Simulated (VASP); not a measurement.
# Ge (Fd-3m) in VASP: a series of runs

The runs below take Ge through electric field gradients, density of states, with LDA.

Program: VASP 6.6.1. These are calculated values, not measurements. Logs are shortened: lines on timing, memory, paths and dates and some standing lists are left out, and cuts for length are marked.

**1. The cell of the first run**

Symmetry: Fd-3m, No. 227, cubic system. Conventional cell: a = 5.732 Å, b = 5.732 Å, c = 5.732 Å, α = 90.00°, β = 90.00°, γ = 90.00°. Within 3.3 Å of Ge (site symmetry -43m) lie 4 Ge at 2.48 Å.

**2. Electric field gradients, LDA (volume scaled by 1.04)**

Input file INCAR:

```
SYSTEM = Ge
ALGO = Normal ; EDIFF = 1E-8
ENCUT = 520 ; ISIF = 2
ISMEAR = -1 ; LASPH = .True.
LCHARG = .False. ; LEFG = .True.
LREAL = .False. ; LWAVE = .False.
NBANDS = 21 ; NELM = 80
PREC = Accurate ; SIGMA = 0.05
```

Input file KPOINTS:

```
k-points
0
Gamma
  10 10 10
  0 0 0
```

Input file POSCAR:

```
Ge
1.0
    0.0000000000      2.8659949267      2.8659949267
    2.8659949267      0.0000000000      2.8659949267
    2.8659949267      2.8659949267      0.0000000000
Ge
2
Direct
    0.5000000000      0.5000000000      0.5000000000
    0.7500000000      0.7500000000      0.7500000000
```

Potentials or basis: VASP PAW LDA potentials, release 64 (Ge_d).

Started as:

```sh
$ cat potpaw_LDA.64/Ge_d/POTCAR > POTCAR
$ mpirun -np 1 vasp_std > vasp.out
```

OUTCAR:

```text
SYSTEM = Ge
   EDIFF = 1E-8
   ENCUT = 520
   ISIF = 2
   ISMEAR = -1
   LASPH = .True.
   LREAL = .False.
   NELM = 80
   PREC = Accurate

 ion  position               nearest neighbor table
   1  0.500  0.500  0.500-   2 2.48   2 2.48   2 2.48   2 2.48
   2  0.750  0.750  0.750-   1 2.48   1 2.48   1 2.48   1 2.48

  LATTYP: Found a face centered cubic cell.
 ALAT       =     5.7319898534

  Lattice vectors:

 A1 = (   0.0000000000,   2.8659949267,   2.8659949267)
 A2 = (   2.8659949267,   0.0000000000,   2.8659949267)
 A3 = (   2.8659949267,   2.8659949267,   0.0000000000)

Analysis of symmetry for initial positions (statically):
=====================================================================
 Subroutine PRICEL returns:
 Original cell was already a primitive cell.

 Routine SETGRP: Setting up the symmetry group for a
 face centered cubic supercell.

 Subroutine GETGRP returns: Found 48 space group operations
 (whereof 24 operations were pure point group operations)
 out of a pool of 48 trial point group operations.

The static configuration has the point symmetry T_d .
 The point group associated with its full space group is O_h .

Analysis of symmetry for dynamics (positions and initial velocities):
=====================================================================
 Subroutine PRICEL returns:
 Original cell was already a primitive cell.

 Routine SETGRP: Setting up the symmetry group for a
 face centered cubic supercell.

 Subroutine GETGRP returns: Found 48 space group operations
 (whereof 24 operations were pure point group operations)
 out of a pool of 48 trial point group operations.

The dynamic configuration has the point symmetry T_d .
 The point group associated with its full space group is O_h .

 Subroutine INISYM returns: Found 48 space group operations
 (whereof 24 operations are pure point group operations),
 and found     1 'primitive' translations

----------------------------------------------------------------------------------------

                                     Primitive cell

  volume of cell :      47.0821

  direct lattice vectors                    reciprocal lattice vectors
     0.000000000  2.865994927  2.865994927    -0.174459485  0.174459485  0.174459485
     2.865994927  0.000000000  2.865994927     0.174459485 -0.174459485  0.174459485
     2.865994927  2.865994927  0.000000000     0.174459485  0.174459485 -0.174459485

  length of vectors
     4.053128895  4.053128895  4.053128895     0.302172693  0.302172693  0.302172693

  position of ions in fractional coordinates (direct lattice)
     0.500000000  0.500000000  0.500000000
     0.750000000  0.750000000  0.750000000

  ion indices of the primitive-cell ions
   primitive index   ion index
                 1           1
                 2           2

----------------------------------------------------------------------------------------

 KPOINTS: k-points

Automatic generation of k-mesh.
 Grid dimensions read from file:
 generate k-points for:   10   10   10

 Generating k-lattice:

  Cartesian coordinates                     Fractional coordinates (reciprocal lattice)
    -0.017445949  0.017445949  0.017445949     0.100000000  0.000000000  0.000000000
     0.017445949 -0.017445949  0.017445949     0.000000000  0.100000000  0.000000000
     0.017445949  0.017445949 -0.017445949     0.000000000  0.000000000  0.100000000

  Length of vectors
     0.030217269  0.030217269  0.030217269

  Shift w.r.t. Gamma in fractional coordinates (k-lattice)
     0.000000000  0.000000000  0.000000000

 Subroutine IBZKPT returns following result:
 ===========================================

 Found     47 irreducible k-points:

 Following reciprocal coordinates:
            Coordinates               Weight
  0.000000  0.000000  0.000000      1.000000
  0.100000  0.000000  0.000000      8.000000
  0.200000  0.000000  0.000000      8.000000
  0.300000  0.000000  0.000000      8.000000
  0.400000  0.000000  0.000000      8.000000
  0.500000  0.000000  0.000000      4.000000
[... 16 lines left out ...]
  0.300000  0.300000  0.000000      6.000000
  0.400000  0.300000  0.000000     24.000000
 [... further k-points ...]
   k-points           NKPTS =     47   k-points in BZ     NKDIM =     47   number of bands    NBANDS=     21
   number of dos      NEDOS =    301   number of ions     NIONS =      2
   total plane-waves  NPLWV =  27000
   dimension x,y,z NGX =    30 NGY =   30 NGZ =   30
   dimension x,y,z NGXF=    60 NGYF=   60 NGZF=   60
   ions per type =               2
   NGX,Y,Z   is equivalent  to a cutoff of  12.31, 12.31, 12.31 a.u.
   NGXF,Y,Z  is equivalent  to a cutoff of  24.61, 24.61, 24.61 a.u.
 SYSTEM =  Ge
   PREC   = accura    normal or accurate (medium, high low for compatibility)
   ISTART =      0    job   : 0-new  1-cont  2-samecut
   ICHARG =      2    charge: 1-file 2-atom 10-const
   ISPIN  =      1    spin polarized calculation?
   LNONCOLLINEAR =      F non collinear calculations
   LSORBIT =      F    spin-orbit coupling
   LASPH  =      T    aspherical Exc in radial PAW
   ENCUT  =  520.0 eV  38.22 Ry    6.18 a.u.   7.54  7.54  7.54*2*pi/ulx,y,z
   NELM   =     80;   NELMIN=  2; NELMDL= -5     # of ELM steps
   EDIFF  = 0.1E-07   stopping-criterion for ELM
   LREAL  =      F    real-space projection
   EDIFFG = 0.1E-06   stopping-criterion for IOM
   NSW    =      0    number of steps for IOM
   IBRION =     -1    ionic relax: 0-MD 1-quasi-New 2-CG
   NFREE  =      0    steps in history (QN), initial steepest desc. (CG)
   ISIF   =      2    stress and relaxation
   ISYM   =      2    0-nonsym 1-usesym 2-fastsym
   POTIM  = 0.5000    time-step for ionic-motion
   TEBEG  =    0.0;   TEEND  =   0.0 temperature during run
   PSTRESS=    0.0 pullay stress
   NELECT =      28.0000    total number of electrons
   NUPDOWN=      -1.0000    fix difference up-down
   EMIN   =  10.00;   EMAX   =-10.00  energy-range for DOS
   EFERMI =   0.00;   METHOD = LEGACY
   ISMEAR =    -1;   SIGMA  =   0.05  broadening in eV -4-tet -1-fermi 0-gaus
   EFERMI_NEDOS =   21; number of points for ismear=-14 and -15
   IALGO  =     38    algorithm
   IMIX   =      4    mixing-type and parameters
     AMIX     =   0.40;   BMIX     =  1.00
     AMIX_MAG =   1.60;   BMIX_MAG =  1.00
  volume/ion in A,a.u.               =      23.54       158.86
  Fermi-wavevector in a.u.,A,eV,Ry     =   1.376709  2.601602 25.787491  1.895327
  Thomas-Fermi vector in A             =   2.501929
   LORBIT       =      0    0 simple, 1 ext, 2 COOP (PROOUT), +10 PAW based schemes
   GGA     = CA    functional components
   LHFCALC =     F    Hartree Fock is set to
   AEXX    =    0.0000 exact exchange contribution
   IVDW    =     0    specifies the selected vdW correction
   LEPSILON=     F    determine dielectric tensor
   LRPA    =     F    only Hartree local field effects (RPA)
 non-spin polarized calculation
  energy-cutoff  :      520.00
  volume of cell :       47.08
 maximum number of plane-waves:      1295
   NGX = 15   NGY = 15   NGZ = 15

 number of electron      27.9999990 magnetization

 Free energy of the ion-electron system (eV)
  ---------------------------------------------------
  ext. energy  EPLUGINS =         0.00000000
  ---------------------------------------------------
  free energy    TOTEN  =       -10.35957008 eV

  energy without entropy =      -10.35835048  energy(sigma->0) =      -10.35896028

 E-fermi :   4.2816     XC(G=0): -10.1058

 val. band max:        4.1315186397   @ k =   0.1000   0.0000   0.0000
 cond. band min:       4.2995715038   @ k =   0.5000   0.0000   0.0000
 fundamental gap:      0.1680528641
 Fermi energy:         4.2816288184

 k-point     1 :       0.0000    0.0000    0.0000
  band No.  band energies     occupation
      1     -20.5380      2.00000
      2     -20.5380      2.00000
      3     -20.5380      2.00000
      4     -20.5042      2.00000
      5     -20.5042      2.00000
      6     -20.3139      2.00000
[... 13 lines left out ...]
     20      13.7922      0.00000
     21      13.7922      0.00000

 k-point     2 :       0.1000    0.0000    0.0000
  band No.  band energies     occupation
      1     -20.5431      2.00000
      2     -20.5431      2.00000
      3     -20.5365      2.00000
      4     -20.4973      2.00000
      5     -20.4973      2.00000
      6     -20.3226      2.00000
[... 520 lines left out ...]
 k-point    24 :       0.4000    0.3000    0.0000
  band No.  band energies     occupation
      1     -20.5685      2.00000
      2     -20.5636      2.00000
      3     -20.5225      2.00000
      4     -20.4479      2.00000
      5     -20.4288      2.00000
      6     -20.4086      2.00000
[... 13 lines left out ...]
     20      15.5703      0.00000
     21      15.9730      0.00000

 [... further k-points ...]

------------------------ aborting loop because EDIFF is reached ----------------------------------------

  FORCE on cell =-STRESS in cart. coord.  units (eV):
  Direction    XX          YY          ZZ          XY          YZ          ZX
  --------------------------------------------------------------------------------------
  -------------------------------------------------------------------------------------
  Total       -1.0394648     -1.0394648     -1.0394648      0.0000000      0.0000000     -0.0000000
  in kB      -35.3723678    -35.3723678    -35.3723678      0.0000000      0.0000000     -0.0000000
  external PRESSURE =     -35.3723678 kB  Pullay stress =       0.0000000 kB

 VOLUME and BASIS-vectors are now :
 -----------------------------------------------------------------------------
  energy-cutoff  :      520.00
  volume of cell :       47.08
      direct lattice vectors                 reciprocal lattice vectors
     0.000000000  2.865994927  2.865994927    -0.174459485  0.174459485  0.174459485
     2.865994927  0.000000000  2.865994927     0.174459485 -0.174459485  0.174459485
     2.865994927  2.865994927  0.000000000     0.174459485  0.174459485 -0.174459485

 POSITION                                       TOTAL-FORCE (eV/Angst)
 -----------------------------------------------------------------------------------
      2.86599      2.86599      2.86599        -0.000000     -0.000000     -0.000000
      4.29899      4.29899      4.29899         0.000000      0.000000      0.000000
 -----------------------------------------------------------------------------------
    total drift:                                0.000000     -0.000000      0.000000

  FREE ENERGIE OF THE ION-ELECTRON SYSTEM (eV)
  ---------------------------------------------------
  free  energy   TOTEN  =       -10.3595700789 eV

  energy  without entropy=      -10.3583504846  energy(sigma->0) =      -10.35896028

 Electric field gradients (V/A^2)
---------------------------------------------------------------------
 ion       V_xx      V_yy      V_zz      V_xy      V_xz      V_yz
---------------------------------------------------------------------
   1      -0.000    -0.000     0.000     0.005     0.005     0.005
   2      -0.000    -0.000     0.000     0.005     0.005     0.005
---------------------------------------------------------------------

 Electric field gradients after diagonalization (V/A^2)
 (convention: |V_zz| > |V_xx| > |V_yy|)
----------------------------------------------------------------------
 ion       V_xx      V_yy      V_zz     asymmetry (V_yy - V_xx)/ V_zz
----------------------------------------------------------------------
   1      -0.005    -0.005     0.009       0.000
   2      -0.005    -0.005     0.009       0.000
----------------------------------------------------------------------

           NMR quadrupolar parameters

 Cq : quadrupolar parameter    Cq=e*Q*V_zz/h
 eta: asymmetry parameters     (V_yy - V_xx)/ V_zz
 Q  : nuclear electric quadrupole moment in mb (millibarn)
----------------------------------------------------------------------
 ion       Cq(MHz)       eta       Q (mb)
----------------------------------------------------------------------
   1       0.000       0.000       1.000
   2       0.000       0.000       1.000
----------------------------------------------------------------------
```

Run time: 18 s. Hardware: 1 thread of Intel Xeon 6975P-C (Granite Rapids), shared host; peak memory 0.16 GiB.

Results:

```
Free energy            : -10.3596 eV
Pressure               : -3.5 GPa
Band gap on the k mesh : zero (band 14 reaches 4.35 eV, above the bottom of band 15 at 4.30 eV)
```

Levels at points of the mesh, in eV from the Fermi level:
```
           k point  band 10  band 11  band 12  band 13  band 14  band 15  band 16  band 17  band 18  band 19
(0.00, 0.00, 0.00)   -24.59   -12.44    -0.42     0.07     0.07     0.07     2.58     2.58     2.58     6.18
(0.50, 0.00, 0.00)   -24.56   -10.45    -7.40    -1.28    -1.28     0.02     3.76     3.76     7.01    10.21
(0.50, 0.50, 0.00)   -24.55    -8.71    -8.71    -2.87    -2.87     0.78     0.78     9.16     9.16    11.12
```

Caveat: the cell differs from its parent crystal (volume scaled by 1.04); without QUAD_EFG the Cq values of the log hold for a quadrupole moment of 1 mb, not for the nuclei.

**3. Density of states, LDA**

This run uses another cell than the first one, of 22.64 Å³/atom, 0.962 times its volume.

Input file POSCAR:

```
Ge
1.0
    0.0000000000      2.8287700000      2.8287700000
    2.8287700000      0.0000000000      2.8287700000
    2.8287700000      2.8287700000      0.0000000000
Ge
2
Direct
    0.5000000000      0.5000000000      0.5000000000
    0.7500000000      0.7500000000      0.7500000000
```

Input file INCAR.step1:

```
SYSTEM = Ge
PREC = Accurate ; ENCUT = 520
EDIFF = 1E-6 ; ISMEAR = -1
SIGMA = 0.05 ; LREAL = .FALSE.
LASPH = .TRUE. ; NELM = 60
ALGO = Normal ; ISIF = 2
LWAVE = .FALSE. ; LCHARG = .TRUE.
NBANDS = 21
```

Input file KPOINTS.step1:

```
regular mesh
0
G
  10 10 10
  0 0 0
```

Input file INCAR.step2:

```
SYSTEM = Ge
PREC = Accurate ; ENCUT = 520
EDIFF = 1E-6 ; ISMEAR = -5
SIGMA = 0.05 ; LREAL = .FALSE.
LASPH = .TRUE. ; NELM = 60
ALGO = Normal ; ISIF = 2
LWAVE = .FALSE. ; LCHARG = .FALSE.
LORBIT = 11 ; NBANDS = 21
NEDOS = 2001 ; ICHARG = 11
```

Input file KPOINTS.step2:

```
regular mesh
0
G
  15 15 15
  0 0 0
```

Potentials or basis: VASP PAW LDA potentials, release 64 (Ge_d).

Started as:

```sh
$ cat potpaw_LDA.64/Ge_d/POTCAR > POTCAR
$ cp INCAR.step1 INCAR
$ cp KPOINTS.step1 KPOINTS
$ mpirun -np 1 vasp_std > vasp.out
$ cp INCAR.step2 INCAR
$ cp KPOINTS.step2 KPOINTS
$ mpirun -np 1 vasp_std > vasp.out
```

Run time: 48 s. Hardware: 1 thread of Intel Xeon 6975P-C (Granite Rapids), shared host; peak memory 0.2 GiB.

Results (log left out):

* Valence electrons inside the program's atomic spheres: Ge 12.43

Levels at points of the mesh, in eV from the Fermi level:
```
           k point  band 11  band 12  band 13  band 14  band 15  band 16  band 17  band 18
(0.00, 0.00, 0.00)   -12.80    -0.14     0.00     0.00     0.00     2.53     2.53     2.53
```

Caveat: tetrahedron occupations give inexact forces and stress in metals.

**4. Electric field gradients, LDA (volume scaled by 0.94)**

Input file INCAR:

```
SYSTEM = Ge
PREC     = Accurate       ! precision mode
ENCUT    = 520            ! plane-wave cutoff, eV
EDIFF    = 1E-8           ! SCF threshold, eV
ISMEAR   = -1             ! smearing method
SIGMA    = 0.05           ! smearing width, eV
LREAL    = .False.        ! projectors in reciprocal space
LASPH    = .True.         ! aspherical terms in the spheres
NELM     = 80             ! most SCF steps
ALGO     = Normal         ! electronic algorithm
ISIF     = 2              ! what is computed and relaxed
LWAVE    = .False.        ! write WAVECAR
LCHARG   = .False.        ! write CHGCAR
LEFG     = .True.       
NBANDS   = 21             ! bands
```

Input file KPOINTS:

```
regular mesh
0
Gamma
  10 10 10
  0 0 0
```

Input file POSCAR:

```
Ge
1.0
    0.0000000000      2.7710237968      2.7710237968
    2.7710237968      0.0000000000      2.7710237968
    2.7710237968      2.7710237968      0.0000000000
Ge
2
Direct
    0.5000000000      0.5000000000      0.5000000000
    0.7500000000      0.7500000000      0.7500000000
```

Potentials or basis: VASP PAW LDA potentials, release 64 (Ge_d).

Started as:

```sh
$ cat potpaw_LDA.64/Ge_d/POTCAR > POTCAR
$ mpirun -np 1 vasp_std > vasp.out
```

OUTCAR:

```text
SYSTEM = Ge
   PREC = Accurate
   ENCUT = 520
   EDIFF = 1E-8
   ISMEAR = -1
   LREAL = .False.
   LASPH = .True.
   NELM = 80
   ISIF = 2

 ion  position               nearest neighbor table
   1  0.500  0.500  0.500-   2 2.40   2 2.40   2 2.40   2 2.40
   2  0.750  0.750  0.750-   1 2.40   1 2.40   1 2.40   1 2.40

  LATTYP: Found a face centered cubic cell.
 ALAT       =     5.5420475936

  Lattice vectors:

 A1 = (   0.0000000000,   2.7710237968,   2.7710237968)
 A2 = (   2.7710237968,   0.0000000000,   2.7710237968)
 A3 = (   2.7710237968,   2.7710237968,   0.0000000000)

Analysis of symmetry for initial positions (statically):
=====================================================================
 Subroutine PRICEL returns:
 Original cell was already a primitive cell.

 Routine SETGRP: Setting up the symmetry group for a
 face centered cubic supercell.

[... 766 lines left out ...]
  volume of cell :       42.56
      direct lattice vectors                 reciprocal lattice vectors
     0.000000000  2.771023797  2.771023797    -0.180438725  0.180438725  0.180438725
     2.771023797  0.000000000  2.771023797     0.180438725 -0.180438725  0.180438725
     2.771023797  2.771023797  0.000000000     0.180438725  0.180438725 -0.180438725

 POSITION                                       TOTAL-FORCE (eV/Angst)
 -----------------------------------------------------------------------------------
      2.77102      2.77102      2.77102        -0.000000     -0.000000      0.000000
      4.15654      4.15654      4.15654         0.000000      0.000000     -0.000000
 -----------------------------------------------------------------------------------
    total drift:                                0.000000     -0.000000     -0.000000

  FREE ENERGIE OF THE ION-ELECTRON SYSTEM (eV)
  ---------------------------------------------------
  free  energy   TOTEN  =       -10.3677169736 eV

  energy  without entropy=      -10.3674724371  energy(sigma->0) =      -10.36759471

 Electric field gradients (V/A^2)
---------------------------------------------------------------------
 ion       V_xx      V_yy      V_zz      V_xy      V_xz      V_yz
---------------------------------------------------------------------
   1       0.000    -0.000    -0.000    -0.000    -0.000    -0.000
   2       0.000    -0.000    -0.000    -0.000    -0.000    -0.000
---------------------------------------------------------------------

 Electric field gradients after diagonalization (V/A^2)
 (convention: |V_zz| > |V_xx| > |V_yy|)
----------------------------------------------------------------------
 ion       V_xx      V_yy      V_zz     asymmetry (V_yy - V_xx)/ V_zz
----------------------------------------------------------------------
   1       0.000     0.000    -0.000       0.000
   2       0.000     0.000    -0.000       0.000
----------------------------------------------------------------------

           NMR quadrupolar parameters

 Cq : quadrupolar parameter    Cq=e*Q*V_zz/h
 eta: asymmetry parameters     (V_yy - V_xx)/ V_zz
 Q  : nuclear electric quadrupole moment in mb (millibarn)
----------------------------------------------------------------------
 ion       Cq(MHz)       eta       Q (mb)
----------------------------------------------------------------------
   1      -0.000       0.000       1.000
   2      -0.000       0.000       1.000
----------------------------------------------------------------------
```

stdout:

```text
POSCAR found type information on POSCAR Ge
 POSCAR found :  1 types and       2 ions
 scaLAPACK will be used
 LDA part: xc-table for (Slater(with rela. corr.)+CA(PZ))
 , standard interpolation
 POSCAR, INCAR and KPOINTS ok, starting setup
 FFT: planning ... GRIDC
 FFT: planning ... GRID_SOFT
 FFT: planning ... GRID
 WAVECAR not read
 entering main loop
ion   1

ion   2
```

Run time: 47 s. Hardware: 1 thread of Intel Xeon 6975P-C, shared host; peak memory 0.16 GiB.

Results:

```yaml
Free_energy: -10.3677 eV
Pressure: 3.6 GPa
Band_gap_on_the_k_mesh: 0.26 eV, indirect (least direct gap 0.43 eV)
```

Caveat: the cell differs from its parent crystal (volume scaled by 0.94); without QUAD_EFG the Cq values of the log hold for a quadrupole moment of 1 mb, not for the nuclei. A k mesh can miss the band edges.

(Continued in part 2 of 2.)
